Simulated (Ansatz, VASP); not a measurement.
**Two plane-wave programs on HfS2**

```xyz
3
Lattice="3.5940 0.0000 0.0000 -1.7970 3.1125 0.0000 0.0000 0.0000 5.9077" Properties=species:S:1:pos:R:3 pbc="T T T"
Hf    0.0000    0.0000    0.0000
S     0.0000    2.0750    1.4540
S     1.7970    1.0375    4.4537
```

Change from the starting cell: epitaxial_xy strain -1.0%.

Alike in both runs: task single point; functional r2SCAN; k mesh 12 × 12 × 4; no spin polarisation.

|  | VASP | Ansatz |
| --- | --- | --- |
| version | VASP 6.6.1 | Ansatz 0.2.0 |
| potentials or method | VASP PAW PBE potentials, release 64 (Hf_pv, S) | plane waves, PAW |
| plane-wave cutoff (eV) | 550 | 500 |
| occupations | gaussian, width 0.01 eV | fixed |
| valence electrons in the cell | 22 | 38 |

|  | VASP | Ansatz | Ansatz less VASP |
| --- | --- | --- | --- |
| gap on the k mesh at the Fermi level (eV) | 1.32 | 1.30 | -0.028 |
| pressure (GPa) | 1.5 | 2.2 | +0.74 |
| traceless stress, the component that is largest in VASP (GPa) | -1.15 | -1.24 | -0.093 |
| rms of the force components (eV/Å) | 0.059 | 0.017 | -0.0418 |

VASP's potentials were made for PBE, not for r2SCAN. Atom by atom the forces differ by 0.042 eV/Å (rms over components). VASP's potentials hold 22 valence electrons a cell and Ansatz's 38, so a difference there can come from the potentials and not from the codes.

Neither program's run includes spin-orbit coupling.
